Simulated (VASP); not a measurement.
# O (P2/c) in VASP: settings compared, part 2 of 3

VASP 6.6.1.

**3. Single point, r2SCAN**

File POSCAR:

```
O
1.0
    4.0422515653      0.0000000000     -0.0511313397
    0.0000000000      4.0261632083      0.0000000000
   -1.0645947909      0.0000000000      2.7914438857
O
4
Direct
    0.3398634887      0.6842025571      0.6702336616
    0.6601365113      0.6842025571      0.8297663384
    0.6601365113      0.3157974429      0.3297663384
    0.3398634887      0.3157974429      0.1702336616
```

File INCAR.step1:

```
SYSTEM = O
  ALGO = Normal
  EDIFF = 1E-4
  ENCUT = 520
  GGA = PE
  ISMEAR = 0
  LASPH = .TRUE.
  LCHARG = .FALSE.
  LREAL = .FALSE.
  LWAVE = .TRUE.
  NBANDS = 20
  NELM = 80
  PREC = Accurate
  SIGMA = 0.01
```

File INCAR.step2:

```
SYSTEM = O
  ALGO = Normal
  EDIFF = 1E-7
  ENCUT = 520
  ISIF = 2
  ISMEAR = 0
  ISTART = 1
  LASPH = .TRUE.
  LCHARG = .FALSE.
  LMIXTAU = .TRUE.
  LREAL = .FALSE.
  LWAVE = .FALSE.
  METAGGA = R2SCAN
  NBANDS = 20
  NELM = 80
  PREC = Accurate
  SIGMA = 0.01
```

File KPOINTS:

```
k-points
0
G
  6 4 6
  0 0 0
```

Potentials or basis: VASP PAW PBE potentials, release 64 (O).

Launch:

```sh
$ cat potpaw_PBE.64/O/POTCAR > POTCAR
$ cp INCAR.step1 INCAR
$ mpirun -np 1 vasp_std > vasp.out
$ cp INCAR.step2 INCAR
$ mpirun -np 1 vasp_std > vasp.out
```

OUTCAR:

```text
SYSTEM = O
   EDIFF = 1E-7
   ENCUT = 520
   ISIF = 2
   ISMEAR = 0
   ISTART = 1
   LASPH = .TRUE.
   LREAL = .FALSE.
   METAGGA = R2SCAN
   NELM = 80
   PREC = Accurate

 ion  position               nearest neighbor table
   1  0.340  0.684  0.670-   2 1.20
   2  0.660  0.684  0.830-   1 1.20
   3  0.660  0.316  0.330-   4 1.20
   4  0.340  0.316  0.170-   3 1.20

  LATTYP: Found a simple monoclinic cell.
 ALAT       =     2.9875610514
 B/A-ratio  =     1.3476421533
 C/A-ratio  =     1.3531355071
 COS(beta)  =    -0.3681318586

  Lattice vectors:

 A1 = (  -1.0645947909,   0.0000000000,   2.7914438857)
 A2 = (   0.0000000000,  -4.0261632083,   0.0000000000)
 A3 = (   4.0422515653,   0.0000000000,  -0.0511313397)

Analysis of symmetry for initial positions (statically):
=====================================================================
 Subroutine PRICEL returns:
 Original cell was already a primitive cell.

 Routine SETGRP: Setting up the symmetry group for a
 simple monoclinic supercell.

 Subroutine GETGRP returns: Found  4 space group operations
 (whereof  2 operations were pure point group operations)
 out of a pool of  4 trial point group operations.

The static configuration has the point symmetry S_2 .
 The point group associated with its full space group is C_2h.

Analysis of symmetry for dynamics (positions and initial velocities):
=====================================================================
 Subroutine PRICEL returns:
 Original cell was already a primitive cell.

 Routine SETGRP: Setting up the symmetry group for a
 simple monoclinic supercell.

 Subroutine GETGRP returns: Found  4 space group operations
 (whereof  2 operations were pure point group operations)
 out of a pool of  4 trial point group operations.

The dynamic configuration has the point symmetry S_2 .
 The point group associated with its full space group is C_2h.

 Subroutine INISYM returns: Found  4 space group operations
 (whereof  2 operations are pure point group operations),
 and found     1 'primitive' translations

----------------------------------------------------------------------------------------

                                     Primitive cell

  volume of cell :      45.2109

  direct lattice vectors                    reciprocal lattice vectors
     4.042251565  0.000000000 -0.051131340     0.248586092  0.000000000  0.094805222
     0.000000000  4.026163208  0.000000000     0.000000000  0.248375426  0.000000000
    -1.064594791  0.000000000  2.791443886     0.004553393  0.000000000  0.359974106

  length of vectors
     4.042574938  4.026163208  2.987561051     0.266050888  0.248375426  0.360002904

  position of ions in fractional coordinates (direct lattice)
     0.339863489  0.684202557  0.670233662
     0.660136511  0.684202557  0.829766338
     0.660136511  0.315797443  0.329766338
     0.339863489  0.315797443  0.170233662

  ion indices of the primitive-cell ions
   primitive index   ion index
                 1           1
                 2           2
                 3           3
                 4           4

----------------------------------------------------------------------------------------

 KPOINTS: k-points

Automatic generation of k-mesh.
 Grid dimensions read from file:
 generate k-points for:    6    4    6

 Generating k-lattice:

  Cartesian coordinates                     Fractional coordinates (reciprocal lattice)
     0.041431015  0.000000000  0.015800870     0.166666667  0.000000000  0.000000000
     0.000000000  0.062093856  0.000000000     0.000000000  0.250000000  0.000000000
     0.000758899  0.000000000  0.059995684     0.000000000  0.000000000  0.166666667

  Length of vectors
     0.044341815  0.062093856  0.060000484

  Shift w.r.t. Gamma in fractional coordinates (k-lattice)
     0.000000000  0.000000000  0.000000000

 Subroutine IBZKPT returns following result:
 ===========================================

 Found     60 irreducible k-points:

 Following reciprocal coordinates:
            Coordinates               Weight
  0.000000  0.000000  0.000000      1.000000
  0.166667  0.000000 -0.000000      2.000000
  0.333333  0.000000 -0.000000      2.000000
  0.500000  0.000000  0.000000      1.000000
  0.000000  0.250000  0.000000      2.000000
  0.166667  0.250000 -0.000000      4.000000
[... 16 lines left out ...]
 -0.333333  0.250000  0.166667      4.000000
 -0.166667  0.250000  0.166667      4.000000
 [... further k-points ...]
   k-points           NKPTS =     60   k-points in BZ     NKDIM =     60   number of bands    NBANDS=     20
   number of dos      NEDOS =    301   number of ions     NIONS =      4
   total plane-waves  NPLWV =  21600
   dimension x,y,z NGX =    30 NGY =   30 NGZ =   24
   dimension x,y,z NGXF=    60 NGYF=   60 NGZF=   48
   ions per type =               4
   NGX,Y,Z   is equivalent  to a cutoff of  12.34, 12.39, 13.36 a.u.
   NGXF,Y,Z  is equivalent  to a cutoff of  24.67, 24.77, 26.71 a.u.
 SYSTEM =  O
   PREC   = accura    normal or accurate (medium, high low for compatibility)
   ISTART =      1    job   : 0-new  1-cont  2-samecut
   ICHARG =      0    charge: 1-file 2-atom 10-const
   ISPIN  =      1    spin polarized calculation?
   LNONCOLLINEAR =      F non collinear calculations
   LSORBIT =      F    spin-orbit coupling
   LASPH  =      T    aspherical Exc in radial PAW
   ENCUT  =  520.0 eV  38.22 Ry    6.18 a.u.   7.52  7.49  5.55*2*pi/ulx,y,z
   NELM   =     80;   NELMIN=  2; NELMDL=  0     # of ELM steps
   EDIFF  = 0.1E-06   stopping-criterion for ELM
   LREAL  =      F    real-space projection
   EDIFFG = 0.1E-05   stopping-criterion for IOM
   NSW    =      0    number of steps for IOM
   IBRION =     -1    ionic relax: 0-MD 1-quasi-New 2-CG
   NFREE  =      0    steps in history (QN), initial steepest desc. (CG)
   ISIF   =      2    stress and relaxation
   ISYM   =      2    0-nonsym 1-usesym 2-fastsym
   POTIM  = 0.5000    time-step for ionic-motion
   TEBEG  =    0.0;   TEEND  =   0.0 temperature during run
   PSTRESS=    0.0 pullay stress
   NELECT =      24.0000    total number of electrons
   NUPDOWN=      -1.0000    fix difference up-down
   EMIN   =  10.00;   EMAX   =-10.00  energy-range for DOS
   EFERMI =   0.00;   METHOD = LEGACY
   ISMEAR =     0;   SIGMA  =   0.01  broadening in eV -4-tet -1-fermi 0-gaus
   EFERMI_NEDOS =   21; number of points for ismear=-14 and -15
   IALGO  =     38    algorithm
   IMIX   =      4    mixing-type and parameters
     AMIX     =   0.40;   BMIX     =  1.00
     AMIX_MAG =   1.60;   BMIX_MAG =  1.00
  volume/ion in A,a.u.               =      11.30        76.27
  Fermi-wavevector in a.u.,A,eV,Ry     =   1.325554  2.504934 23.906707  1.757093
  Thomas-Fermi vector in A             =   2.455006
   LORBIT       =      0    0 simple, 1 ext, 2 COOP (PROOUT), +10 PAW based schemes
   METAGGA = R2SCAN    functional components
   LHFCALC =     F    Hartree Fock is set to
   AEXX    =    0.0000 exact exchange contribution
   IVDW    =     0    specifies the selected vdW correction
   LEPSILON=     F    determine dielectric tensor
   LRPA    =     F    only Hartree local field effects (RPA)
 non-spin polarized calculation
 Gauss-broadening in eV      SIGMA  =   0.01
  energy-cutoff  :      520.00
  volume of cell :       45.21
 maximum number of plane-waves:      1235
   NGX = 15   NGY = 15   NGZ = 11

 number of electron      23.9999992 magnetization

 Free energy of the ion-electron system (eV)
  ---------------------------------------------------
  ext. energy  EPLUGINS =         0.00000000
  ---------------------------------------------------
  free energy    TOTEN  =       -23.15631992 eV

  energy without entropy =      -23.15631992  energy(sigma->0) =      -23.15631992

 E-fermi :  -0.1849     XC(G=0):  -9.8479

 val. band max:       -0.2989714226   @ k =   0.0000   0.5000   0.0000
 cond. band min:       0.6895633071   @ k =   0.5000   0.5000   0.0000
 fundamental gap:      0.9885347297
 Fermi energy:        -0.1848827097

 k-point     1 :       0.0000    0.0000    0.0000
  band No.  band energies     occupation
      1     -29.2593      2.00000
      2     -27.4490      2.00000
      3     -15.7355      2.00000
      4     -13.4843      2.00000
      5      -9.4699      2.00000
      6      -8.5528      2.00000
[... 12 lines left out ...]
     19      13.9527      0.00000
[... 513 lines left out ...]
      4     -13.7522      2.00000
      5      -9.3678      2.00000
      6      -8.7469      2.00000
[... 12 lines left out ...]
     19      14.7589      0.00000
     20      16.5942      0.00000

 [... further k-points ...]
[... 5 lines left out ...]
  --------------------------------------------------------------------------------------
  -------------------------------------------------------------------------------------
  Total        3.2266982      0.1876516      0.6446819      0.0000000      0.0000000      1.1497607
  in kB      114.3471836      6.6499670     22.8461288      0.0000000      0.0000000     40.7450248
  external PRESSURE =      47.9477598 kB  Pullay stress =       0.0000000 kB

 VOLUME and BASIS-vectors are now :
 -----------------------------------------------------------------------------
  energy-cutoff  :      520.00
  volume of cell :       45.21
      direct lattice vectors                 reciprocal lattice vectors
     4.042251565  0.000000000 -0.051131340     0.248586092  0.000000000  0.094805222
     0.000000000  4.026163208  0.000000000     0.000000000  0.248375426  0.000000000
    -1.064594791  0.000000000  2.791443886     0.004553393  0.000000000  0.359974106

 POSITION                                       TOTAL-FORCE (eV/Angst)
 -----------------------------------------------------------------------------------
      0.66029      2.75471      1.85354        -1.357281     -0.008078     -0.517930
      1.78507      2.75471      2.28249         1.357281     -0.008078      0.517930
      2.31737      1.27145      0.88677         1.357281      0.008078      0.517930
      1.19258      1.27145      0.45782        -1.357281      0.008078     -0.517930
 -----------------------------------------------------------------------------------
    total drift:                                0.000000     -0.000000     -0.000000

  FREE ENERGIE OF THE ION-ELECTRON SYSTEM (eV)
  ---------------------------------------------------
  free  energy   TOTEN  =       -23.1563199209 eV

  energy  without entropy=      -23.1563199209  energy(sigma->0) =      -23.15631992
```

It took 2.5 min on 1 thread of Intel Xeon 8259CL, shared host; peak memory 0.17 GiB.

Results:

- Free energy: -23.1563 eV
- Pressure: 4.8 GPa
- Largest force: 1.453 eV/Å
- Band gap on the k mesh: 0.99 eV (least direct gap 1.03 eV)

Forces in eV/Å, atoms in the order of the input:
```
O   -1.357 -0.008 -0.518
O    1.357 -0.008  0.518
O    1.357  0.008  0.518
O   -1.357  0.008 -0.518
```

Caveat: the standard files for N, O and F lose accuracy on very short bonds; spin is off for a triplet molecule; the stress differs along the axes, from 1 to 11 GPa; the PAW data sets were made with another functional, which shifts forces and pressure a little.

**4. Single point, r2SCAN+rVV10**

POSCAR is that of step 3.

File INCAR.step1:

```
SYSTEM = O
ALGO = Normal ; EDIFF = 1E-4
ENCUT = 520 ; GGA = PE
ISMEAR = 0 ; LASPH = .TRUE.
LCHARG = .FALSE. ; LREAL = .FALSE.
LWAVE = .TRUE. ; NBANDS = 20
NELM = 60 ; PREC = Accurate
SIGMA = 0.01
```

File INCAR.step2:

```
SYSTEM = O
ALGO = Normal ; BPARAM = 11.95
CPARAM = 0.0093 ; EDIFF = 1E-6
ENCUT = 520 ; ISIF = 2
ISMEAR = 0 ; ISTART = 1
IVDW_NL = 2 ; LASPH = .TRUE.
LCHARG = .FALSE. ; LMIXTAU = .TRUE.
LREAL = .FALSE. ; LUSE_VDW = .TRUE.
LWAVE = .FALSE. ; METAGGA = R2SCAN
NBANDS = 20 ; NELM = 60
PREC = Accurate ; SIGMA = 0.01
```

KPOINTS is that of step 3.

Launch:

```sh
$ cat potpaw_PBE.64/O/POTCAR > POTCAR
$ cp INCAR.step1 INCAR
$ mpirun -np 1 vasp_std > vasp.out
$ cp INCAR.step2 INCAR
$ mpirun -np 1 vasp_std > vasp.out
```

It took 2.6 min on 1 thread of Intel Xeon 8259CL, shared host; peak memory 0.27 GiB.

It converged, with:

* Free energy: -22.4032 eV
* Pressure: 3.9 GPa
* Largest force: 1.518 eV/Å
* Band gap on the k mesh: 0.97 eV (least direct gap 1.01 eV)

Forces in eV/Å, atoms in the order of the input:
```
O   -1.418  0.005 -0.541
O    1.418  0.005  0.541
O    1.418 -0.005  0.541
O   -1.418 -0.005 -0.541
```

Stress tensor (GPa, compression positive):
```
10.75  0.00  4.22
 0.00 -0.34  0.00
 4.22  0.00  1.27
```

Levels at points of the mesh, in eV from the valence-band top:
```
           k point  band 9  band 10  band 11  band 12  band 13  band 14  band 15  band 16
(0.00, 0.00, 0.00)   -4.88    -4.81    -0.59    -0.51     1.98     2.03     9.63    12.15
(0.50, 0.00, 0.00)   -4.96    -4.91    -1.11    -0.15     2.02     2.22     7.65    10.69
(0.00, 0.50, 0.00)   -5.34    -5.11    -0.37     0.00     1.30     1.83    10.65    12.19
(0.50, 0.50, 0.00)   -5.37    -5.20    -0.18    -0.04     0.97     2.06     8.59     9.94
(0.00, 0.00, 0.50)   -5.23    -5.23    -1.01    -1.01     1.78     1.78    10.67    10.67
(0.50, 0.00, 0.50)   -5.23    -5.23    -1.01    -1.01     1.78     1.78    10.66    10.66
(0.00, 0.50, 0.50)   -4.56    -4.56    -1.51    -1.51     2.38     2.38    10.79    10.79
(0.50, 0.50, 0.50)   -4.56    -4.56    -1.51    -1.51     2.38     2.38    10.79    10.79
```

Caveat: the standard files for N, O and F lose accuracy on very short bonds; spin is off for a triplet molecule; the stress differs along the axes, from -0 to 11 GPa; the PAW data sets were made with another functional, which shifts forces and pressure a little. A k mesh can miss the band edges.

**5. Single point, r2SCAN**

POSCAR is that of step 4.

File INCAR.step1:

```
SYSTEM = O
PREC     = Accurate       ! precision mode
ENCUT    = 520            ! plane-wave cutoff, eV
ISMEAR   = 0              ! smearing method
SIGMA    = 0.01           ! smearing width, eV
LREAL    = .FALSE.        ! projectors in reciprocal space
LASPH    = .TRUE.         ! aspherical terms in the spheres
NELM     = 60             ! most SCF steps
NBANDS   = 20             ! bands
GGA      = PE             ! functional
ALGO     = Normal         ! electronic algorithm
EDIFF    = 1E-4           ! SCF threshold, eV
LWAVE    = .TRUE.         ! write WAVECAR
LCHARG   = .FALSE.        ! write CHGCAR
```

File INCAR.step2:

```
SYSTEM = O
PREC     = Accurate       ! precision mode
ENCUT    = 520            ! plane-wave cutoff, eV
EDIFF    = 1E-6           ! SCF threshold, eV
ISMEAR   = 0              ! smearing method
SIGMA    = 0.01           ! smearing width, eV
LREAL    = .FALSE.        ! projectors in reciprocal space
LASPH    = .TRUE.         ! aspherical terms in the spheres
NELM     = 60             ! most SCF steps
ALGO     = Normal         ! electronic algorithm
ISIF     = 2              ! what is computed and relaxed
LWAVE    = .FALSE.        ! write WAVECAR
LCHARG   = .FALSE.        ! write CHGCAR
METAGGA  = R2SCAN         ! meta-GGA
LMIXTAU  = .TRUE.       
NBANDS   = 20             ! bands
ISTART   = 1
```

File KPOINTS:

```
Automatic mesh
0
Gamma
  6 4 6
  0 0 0.5
```

Launch:

```sh
$ cat potpaw_PBE.64/O/POTCAR > POTCAR
$ cp INCAR.step1 INCAR
$ mpirun -np 1 vasp_std > vasp.out
$ cp INCAR.step2 INCAR
$ mpirun -np 1 vasp_std > vasp.out
```

Run time: 2 min. Hardware: 1 thread of Intel Xeon 8259CL, shared host; peak memory 0.18 GiB.

The run converged. Its results:

```
Free energy            : -23.1583 eV
Pressure               : 4.8 GPa
Largest force          : 1.451 eV/Å
Band gap on the k mesh : 1.35 eV (least direct gap 1.48 eV)
```

Forces on the atoms (eV/Å):
```
O   -1.356 -0.004 -0.517
O    1.356 -0.004  0.517
O    1.356  0.004  0.517
O   -1.356  0.004 -0.517
```

Stress tensor (GPa, compression positive):
```
11.42  0.00  4.08
 0.00  0.67  0.00
 4.08  0.00  2.25
```

Levels at points of the mesh, in eV from the valence-band top:
| k point | band 9 | band 10 | band 11 | band 12 | band 13 | band 14 | band 15 | band 16 |
| --- | --- | --- | --- | --- | --- | --- | --- | --- |
| (0.00, 0.00, 0.08) | -4.85 | -4.69 | -0.50 | -0.48 | 2.08 | 2.11 | 9.98 | 12.17 |

Caveat: the standard files for N, O and F lose accuracy on very short bonds; spin is off for a triplet molecule; the stress differs along the axes, from 1 to 11 GPa; the PAW data sets were made with another functional, which shifts forces and pressure a little; a shifted mesh leaves out Γ, where band edges can lie. A k mesh can miss the band edges.

(Part 2 of 3 ends here.)
